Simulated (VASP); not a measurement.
# Ti in VASP: relaxation of the atoms with PBE+D3(BJ)

Aim: the relaxation of the atoms of Ti with PBE+D3(BJ).

All numbers are computed with VASP 6.6.1; they aren't measurements. Logs are shortened: lines on timing, memory, paths and dates and some standing lists are left out, and cuts for length are marked.

## Step 1: The cell of the first run

The cell holds a slab with vacuum, 5 atoms: a = 2.886 Å, b = 2.886 Å, c = 23.148 Å, α = 90.00°, β = 90.00°, γ = 120.00°.

## Step 2: Relaxation of the atoms, PBE+D3(BJ)

File INCAR:

```
SYSTEM = Ti
  PREC = Accurate
  ENCUT = 520
  EDIFF = 1E-6
  ISMEAR = 0
  SIGMA = 0.1
  LREAL = .FALSE.
  LASPH = .TRUE.
  NELM = 100
  ALGO = Normal
  ISIF = 2
  LWAVE = .FALSE.
  LCHARG = .FALSE.
  LDIPOL = .TRUE.
  IDIPOL = 3
  DIPOL = 0.5 0.5 0.500
  GGA = PE
  IVDW = 12
  IBRION = 2
  NSW = 70
  EDIFFG = -0.03
```

File KPOINTS:

```
regular mesh
0
G
  12 12 1
  0 0 0
```

File POSCAR:

```
Ti
1.0
    2.8861771965      0.0000000000      0.0000000000
   -1.4430885982      2.4995027720      0.0000000000
    0.0000000000      0.0000000000     23.1479386375
Ti
5
Selective dynamics
Direct
    0.6666666667      0.3333333333      0.3024027370  F F F
    0.3333333333      0.6666666667      0.4012013685  F F F
    0.6666666667      0.3333333333      0.5000000000  T T T
    0.3333333333      0.6666666667      0.5987986315  T T T
    0.6666666667      0.3333333333      0.6975972630  T T T
```

Potentials or basis: VASP PAW PBE potentials, release 64 (Ti_sv).

On the command line:

```sh
> cat potpaw_PBE.64/Ti_sv/POTCAR > POTCAR
> mpirun -np 1 vasp_std > vasp.out
```

OUTCAR:

```text
SYSTEM = Ti
   PREC = Accurate
   ENCUT = 520
   EDIFF = 1E-6
   ISMEAR = 0
   LREAL = .FALSE.
   LASPH = .TRUE.
   NELM = 100
   ISIF = 2
   GGA = PE
   IVDW = 12
   IBRION = 2
   NSW = 70
   EDIFFG = -0.03
 IVDW          = 12

 ion  position               nearest neighbor table
   1  0.667  0.333  0.302-   2 2.83   2 2.83   2 2.83
   2  0.333  0.667  0.401-   1 2.83   3 2.83   1 2.83   3 2.83   1 2.83   3 2.83
   3  0.667  0.333  0.500-   2 2.83   4 2.83   2 2.83   4 2.83   2 2.83   4 2.83
   4  0.333  0.667  0.599-   5 2.83   3 2.83   5 2.83   3 2.83   5 2.83   3 2.83
   5  0.667  0.333  0.698-   4 2.83   4 2.83   4 2.83

  LATTYP: Found a hexagonal cell.
 ALAT       =     2.8861771965
 C/A-ratio  =     8.0202763245

  Lattice vectors:

 A1 = (   2.8861771965,   0.0000000000,   0.0000000000)
 A2 = (  -1.4430885982,   2.4995027720,   0.0000000000)
 A3 = (   0.0000000000,   0.0000000000,  23.1479386375)

Analysis of symmetry for initial positions (statically):
=====================================================================
 Subroutine PRICEL returns:
 Original cell was already a primitive cell.

 Routine SETGRP: Setting up the symmetry group for a
 hexagonal supercell.

 Subroutine GETGRP returns: Found 12 space group operations
 (whereof 12 operations were pure point group operations)
 out of a pool of 24 trial point group operations.

The static configuration has the point symmetry D_3h.

Analysis of symmetry for dynamics (positions and initial velocities):
=====================================================================
 Subroutine PRICEL returns:
 Original cell was already a primitive cell.

 Routine SETGRP: Setting up the symmetry group for a
 hexagonal supercell.

 Subroutine GETGRP returns: Found 12 space group operations
 (whereof 12 operations were pure point group operations)
 out of a pool of 24 trial point group operations.

The dynamic configuration has the point symmetry D_3h.

Analysis of constrained symmetry for selective dynamics:
=====================================================================
 Subroutine PRICEL returns:
 Original cell was already a primitive cell.

 Routine SETGRP: Setting up the symmetry group for a
 hexagonal supercell.

 Subroutine GETGRP returns: Found  6 space group operations
 (whereof  6 operations were pure point group operations)
 out of a pool of 24 trial point group operations.

The constrained configuration has the point symmetry C_3v.

 Subroutine INISYM returns: Found  6 space group operations
 (whereof  6 operations are pure point group operations),
 and found     1 'primitive' translations

----------------------------------------------------------------------------------------

                                     Primitive cell

  volume of cell :     166.9894

  direct lattice vectors                    reciprocal lattice vectors
     2.886177196  0.000000000  0.000000000     0.346479073  0.200039786  0.000000000
    -1.443088598  2.499502772  0.000000000     0.000000000  0.400079572  0.000000000
     0.000000000  0.000000000 23.147938638     0.000000000  0.000000000  0.043200391

  length of vectors
     2.886177196  2.886177196 23.147938638     0.400079572  0.400079572  0.043200391

  position of ions in fractional coordinates (direct lattice)
     0.666666667  0.333333333  0.302402737
     0.333333333  0.666666667  0.401201368
     0.666666667  0.333333333  0.500000000
     0.333333333  0.666666667  0.598798632
     0.666666667  0.333333333  0.697597263

  ion indices of the primitive-cell ions
   primitive index   ion index
                 1           1
                 2           2
                 3           3
                 4           4
                 5           5

----------------------------------------------------------------------------------------

 KPOINTS: regular mesh

Automatic generation of k-mesh.
 Grid dimensions read from file:
 generate k-points for:   12   12    1

 Generating k-lattice:

  Cartesian coordinates                     Fractional coordinates (reciprocal lattice)
     0.028873256  0.016669982  0.000000000     0.083333333 -0.000000000  0.000000000
     0.000000000  0.033339964  0.000000000     0.000000000  0.083333333  0.000000000
     0.000000000  0.000000000  0.043200391     0.000000000  0.000000000  1.000000000

  Length of vectors
     0.033339964  0.033339964  0.043200391

  Shift w.r.t. Gamma in fractional coordinates (k-lattice)
     0.000000000  0.000000000  0.000000000

 Subroutine IBZKPT returns following result:
 ===========================================

 Found     19 irreducible k-points:

 Following reciprocal coordinates:
            Coordinates               Weight
  0.000000  0.000000  0.000000      1.000000
  0.083333  0.000000  0.000000      6.000000
  0.166667 -0.000000  0.000000      6.000000
  0.250000 -0.000000  0.000000      6.000000
  0.333333 -0.000000  0.000000      6.000000
  0.416667  0.000000  0.000000      6.000000
[... 11 lines left out ...]
  0.333333  0.250000  0.000000     12.000000
  0.333333  0.333333  0.000000      2.000000
   k-points           NKPTS =     19   k-points in BZ     NKDIM =     19   number of bands    NBANDS=     36
   number of dos      NEDOS =    301   number of ions     NIONS =      5
   total plane-waves  NPLWV = 103680
   dimension x,y,z NGX =    24 NGY =   24 NGZ =  180
   dimension x,y,z NGXF=    48 NGYF=   48 NGZF=  360
   ions per type =               5
   NGX,Y,Z   is equivalent  to a cutoff of  13.82, 13.82, 12.93 a.u.
   NGXF,Y,Z  is equivalent  to a cutoff of  27.65, 27.65, 25.85 a.u.
 SYSTEM =  Ti
   PREC   = accura    normal or accurate (medium, high low for compatibility)
   ISTART =      0    job   : 0-new  1-cont  2-samecut
   ICHARG =      2    charge: 1-file 2-atom 10-const
   ISPIN  =      1    spin polarized calculation?
   LNONCOLLINEAR =      F non collinear calculations
   LSORBIT =      F    spin-orbit coupling
   LASPH  =      T    aspherical Exc in radial PAW
   ENCUT  =  520.0 eV  38.22 Ry    6.18 a.u.   5.37  5.37 43.04*2*pi/ulx,y,z
   NELM   =    100;   NELMIN=  2; NELMDL= -5     # of ELM steps
   EDIFF  = 0.1E-05   stopping-criterion for ELM
   LREAL  =      F    real-space projection
   EDIFFG = -.3E-01   stopping-criterion for IOM
   NSW    =     70    number of steps for IOM
   IBRION =      2    ionic relax: 0-MD 1-quasi-New 2-CG
   NFREE  =      1    steps in history (QN), initial steepest desc. (CG)
   ISIF   =      2    stress and relaxation
   ISYM   =      2    0-nonsym 1-usesym 2-fastsym
   POTIM  = 0.5000    time-step for ionic-motion
   TEBEG  =    0.0;   TEEND  =   0.0 temperature during run
   PSTRESS=    0.0 pullay stress
   NELECT =      60.0000    total number of electrons
   NUPDOWN=      -1.0000    fix difference up-down
   EMIN   =  10.00;   EMAX   =-10.00  energy-range for DOS
   EFERMI =   0.00;   METHOD = LEGACY
   ISMEAR =     0;   SIGMA  =   0.10  broadening in eV -4-tet -1-fermi 0-gaus
   EFERMI_NEDOS =   21; number of points for ismear=-14 and -15
   IALGO  =     38    algorithm
   IMIX   =      4    mixing-type and parameters
     AMIX     =   0.40;   BMIX     =  1.00
     AMIX_MAG =   1.60;   BMIX_MAG =  1.00
  volume/ion in A,a.u.               =      33.40       225.38
  Fermi-wavevector in a.u.,A,eV,Ry     =   1.163846  2.199350 18.429609  1.354538
  Thomas-Fermi vector in A             =   2.300391
   LORBIT       =      0    0 simple, 1 ext, 2 COOP (PROOUT), +10 PAW based schemes
   GGA     = PE    functional components
   LHFCALC =     F    Hartree Fock is set to
   AEXX    =    0.0000 exact exchange contribution
   IVDW    =    12    specifies the selected vdW correction
   LEPSILON=     F    determine dielectric tensor
   LRPA    =     F    only Hartree local field effects (RPA)
 conjugate gradient relaxation of ions
 non-spin polarized calculation
 Gauss-broadening in eV      SIGMA  =   0.10
  energy-cutoff  :      520.00
  volume of cell :      166.99
 maximum number of plane-waves:      4563
 NGX is ok and might be reduce to    24
   NGX = 11   NGY = 11   NGZ = 87

--------------------------------------- Ionic step        1  -------------------------------------------

 number of electron      59.9999998 magnetization

 Free energy of the ion-electron system (eV)
  ---------------------------------------------------
  ext. energy  EPLUGINS =         0.00000000
  ---------------------------------------------------
  free energy    TOTEN  =       -37.28190924 eV

  energy without entropy =      -37.23271401  energy(sigma->0) =      -37.25731162

------------------------ aborting loop because EDIFF is reached ----------------------------------------

 Edisp (eV)   -2.50421

 E8    (eV) :    -1.2209

  FORCE on cell =-STRESS in cart. coord.  units (eV):
  Direction    XX          YY          ZZ          XY          YZ          ZX
  --------------------------------------------------------------------------------------
  -------------------------------------------------------------------------------------
  Total      -1.34697    -1.34697    -1.63543    -0.00000    -0.00000     0.00000
  in kB     -12.92353   -12.92353   -15.69110    -0.00000    -0.00000     0.00000
  external pressure =      -13.85 kB  Pullay stress =        0.00 kB
[... 192 lines left out ...]
  FREE ENERGIE OF THE ION-ELECTRON SYSTEM (eV)
  ---------------------------------------------------
  free  energy   TOTEN  =       -39.8253260787 eV

  energy  without entropy=      -39.7813175298  energy(sigma->0) =      -39.80332180

 dipolmoment           0.000000      0.000000      0.014352 electrons x Angstroem

--------------------------------------- Ionic step        6  -------------------------------------------

 number of electron      59.9999996 magnetization

 dipolmoment           0.000000      0.000000     -0.003329 electrons x Angstroem

 Free energy of the ion-electron system (eV)
  ---------------------------------------------------
  ext. energy  EPLUGINS =         0.00000000
  ---------------------------------------------------
  free energy    TOTEN  =       -37.31842996 eV

  energy without entropy =      -37.27469276  energy(sigma->0) =      -37.29656136

 E-fermi :   2.2480     XC(G=0):  -6.7013

 val. band max:        2.2297573050   @ k =   0.0833   0.0833   0.0000
 cond. band min:       2.2499440122   @ k =   0.3333  -0.0000   0.0000
 fundamental gap:      0.0201867072
 Fermi energy:         2.2480396152

 k-point     1 :       0.0000    0.0000    0.0000
  band No.  band energies     occupation
      1     -54.6327      2.00000
      2     -54.5918      2.00000
      3     -54.4624      2.00000
      4     -54.3941      2.00000
      5     -54.3409      2.00000
      6     -31.1430      2.00000
[... 730 lines left out ...]
     35       2.5191      0.00013
     36       2.5757      0.00000

------------------------ aborting loop because EDIFF is reached ----------------------------------------

 vacuum level on the upper side and lower side of the slab       (xc-potential included)        -0.206        -0.129

 Edisp (eV)   -2.50745

 E8    (eV) :    -1.2226

  FORCE on cell =-STRESS in cart. coord.  units (eV):
  Direction    XX          YY          ZZ          XY          YZ          ZX
  --------------------------------------------------------------------------------------
  -------------------------------------------------------------------------------------
  Total      -1.03280    -1.03280    -1.03577    -0.00000     0.00000    -0.00000
  in kB      -9.90920    -9.90920    -9.93769    -0.00000     0.00000    -0.00000
  external pressure =       -9.92 kB  Pullay stress =        0.00 kB
[... 20 lines left out ...]
  FREE ENERGIE OF THE ION-ELECTRON SYSTEM (eV)
  ---------------------------------------------------
  free  energy   TOTEN  =       -39.8258819140 eV

  energy  without entropy=      -39.7821447079  energy(sigma->0) =      -39.80401331

 reached required accuracy - stopping structural energy minimisation

 vacuum level on the upper side and lower side of the slab         6.593         6.671
```

It took 7.6 min on 1 thread of AMD EPYC 9R45 (Zen 5), shared host; peak memory 0.34 GiB.

Results:

```
Free energy                : -39.8259 eV
Energy gained by relaxing  : 8.0 meV/atom
Ionic steps                : 6
Band gap on the k mesh     : zero (bands 30 and 31 overlap by 1.03 eV)
Dispersion energy per atom : -0.501 eV
```

The path:
| step | energy change (eV) | largest force on free atoms (eV/Å) | pressure (GPa) |
| --- | --- | --- | --- |
| 1 | 0.0000 | 0.6113 | -1.38 |
| 2 | -0.0242 | 0.3893 | -1.26 |
| 3 | -0.0383 | 0.1304 | -1.01 |
| 4 | -0.0384 | 0.1267 | -1.02 |
| 5 | -0.0392 | 0.0799 | -1.01 |
| 6 | -0.0398 | 0.0126 | -0.99 |

Final structure:
```yaml
crystal:
  lattice:
    - [2.88618, 0.00000, 0.00000]
    - [-1.44309, 2.49950, 0.00000]
    - [0.00000, 0.00000, 23.14794]
  atoms:
    - { symbol: Ti, position: [0.66667, 0.33333, 0.30240] }
    - { symbol: Ti, position: [0.33333, 0.66667, 0.40120] }
    - { symbol: Ti, position: [0.66667, 0.33333, 0.50089] }
    - { symbol: Ti, position: [0.33333, 0.66667, 0.60187] }
    - { symbol: Ti, position: [0.66667, 0.33333, 0.69497] }
```

The gap in the log of VASP goes by the Fermi energy; the results here count the filled bands.